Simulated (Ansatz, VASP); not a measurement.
## IrSe: VASP beside Ansatz

INCAR

```
SYSTEM = IrSe
PREC = Accurate ; ENCUT = 520
EDIFF = 1E-6 ; ISMEAR = 0
SIGMA = 0.05 ; LREAL = .False.
LASPH = .True. ; NELM = 100
ALGO = Normal ; ISIF = 2
LWAVE = .False. ; LCHARG = .True.
GGA = PE ; IVDW = 13
LELF = .True. ; LVHAR = .True.
NBANDS = 14
```

Contents of KPOINTS:

```
regular mesh
0
Gamma
  12 12 12
  0 0 0
```

File POSCAR:

```
IrSe
1.0
    0.0000000000      2.5759288615      2.5759288615
    2.5759288615      0.0000000000      2.5759288615
    2.5759288615      2.5759288615      0.0000000000
Ir Se
1 1
Direct
    0.5000000000      0.5000000000      0.5000000000
    0.0000000000      0.0000000000      0.0000000000
```

Input for Ansatz:

```yaml
crystal:
  lattice:
    - [0.0, 2.5759288615, 2.5759288615]
    - [2.5759288615, 0.0, 2.5759288615]
    - [2.5759288615, 2.5759288615, 0.0]
  atoms:
    - { symbol: Ir, position: [0.5, 0.5, 0.5] }
    - { symbol: Se, position: [0.0, 0.0, 0.0] }
basis:
  ecutwfc: 500
  ecutrho_ratio: 4
kpoints:
  mp_grid: { grid: [12, 12, 12] }
hamiltonian:
  xc: pbe
  dispersion: d4
scf:
  occupations: { method: gaussian, width: 0.05 }
output:
  forces: true
  stress: true
```

Alike in both runs: task single point; functional PBE; dispersion D4; k mesh 12 × 12 × 12; occupations gaussian, width 0.05 eV; no spin polarisation.

```csv
,VASP,Ansatz
version,VASP 6.6.1,Ansatz 0.2.0
potentials or method,"VASP PAW PBE potentials, release 64 (Ir, Se), cutoff 520 eV","scalar-relativistic, plane waves, PAW"
valence electrons in the cell,15,33
```

```tsv
	VASP	Ansatz	Ansatz less VASP
pressure (GPa)	-2.2	-2.7	-0.46
```

VASP's potentials hold 15 valence electrons a cell and Ansatz's 33, so a difference there can come from the potentials and not from the codes.

Spin-orbit coupling is off throughout.
